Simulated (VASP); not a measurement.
CuI: relaxation of cell and atoms with r2SCAN

The system is CuI.

```
Cu I
1.0
     3.01170    3.01170    0.00000
    -3.01170    3.01170    0.00000
     0.00000    3.01170    3.01170
Cu I
1 1
Direct
  0.75000 0.25000 0.50000
  0.00000 0.00000 0.00000
```

| Item | Value |
| --- | --- |
| Program | VASP 6.6.1 |
| Task | relaxation of cell and atoms |
| Functional | r2SCAN |
| Potentials or basis | VASP PAW PBE potentials, release 64 (Cu, I) |
| Cutoff | 600 eV |
| k mesh | 6 × 6 × 6 |
| Occupations | gaussian, width 0.01 eV |
| Spin | no spin polarisation |
| Target pressure | 7 GPa |
| Dipole correction | no |
| Further INCAR settings | ALGO = Normal; EDIFF = 1e-07; IBRION = 2; EDIFFG = -0.002; NSW = 100; ISIF = 3 |

- Relaxed volume: 24.26 Å³/atom
- Relaxed cell: a = 4.094 Å, b = 4.094 Å, c = 4.094 Å, α = 60.00°, β = 60.00°, γ = 90.00°
- Space group after relaxing (to 0.1 Å): F-43m (No. 216)
- Energy change on relaxing (the run minimises the enthalpy): +58.9 meV/atom
- Ionic steps: 6
- Pressure after relaxing: 7.0 GPa
- Band gap on the k mesh: 2.07 eV

The path:
| step | energy change (eV) | largest force (eV/Å) | pressure (GPa) | volume (Å³) |
| --- | --- | --- | --- | --- |
| 1 | 0.0000 | 0.0000 | -0.01 | 54.63 |
| 2 | 0.2840 | 0.0000 | 12.24 | 45.72 |
| 3 | 0.1172 | 0.0000 | 6.96 | 48.54 |
| 4 | 0.1224 | 0.0000 | 7.16 | 48.42 |
| 5 | 0.1155 | 0.0000 | 6.89 | 48.58 |
| 6 | 0.1178 | 0.0000 | 6.99 | 48.52 |

Final structure:
```cif
data_structure
_symmetry_space_group_name_H-M 'P 1'
_symmetry_Int_Tables_number 1
_cell_length_a 4.0940
_cell_length_b 4.0940
_cell_length_c 4.0940
_cell_angle_alpha 60.000
_cell_angle_beta 60.000
_cell_angle_gamma 90.000
_cell_volume 48.52
loop_
_atom_site_label
_atom_site_type_symbol
_atom_site_fract_x
_atom_site_fract_y
_atom_site_fract_z
_atom_site_occupancy
Cu1 Cu 0.75000 0.25000 0.50000 1
I1 I 0.00000 0.00000 0.00000 1
```

Levels at points of the mesh, in eV from the valence-band top:
```csv
k point,band 6,band 7,band 8,band 9,band 10,band 11,band 12,band 13
"(0.00, 0.00, 0.00)",-2.50,0.00,0.00,0.00,2.07,5.05,5.05,5.05
"(0.50, 0.00, 0.00)",-2.46,-2.42,-0.97,-0.97,2.67,5.62,5.62,7.89
"(0.50, 0.50, 0.00)",-2.39,-2.39,-2.06,-2.06,2.65,3.05,10.93,11.16
```

It took 5.9 min on 1 thread of Intel(R) Xeon(R) Platinum 8375C CPU @ 2.90GHz (Ice Lake), with other jobs on the host, peak memory 0.23 GiB.

Caveat: the cell is relaxed towards a set pressure, so the run minimises the enthalpy, not the energy; the PAW data sets were made with another functional, which shifts forces and pressure a little; spin-orbit coupling is left out, which moves the levels of the heavy elements.
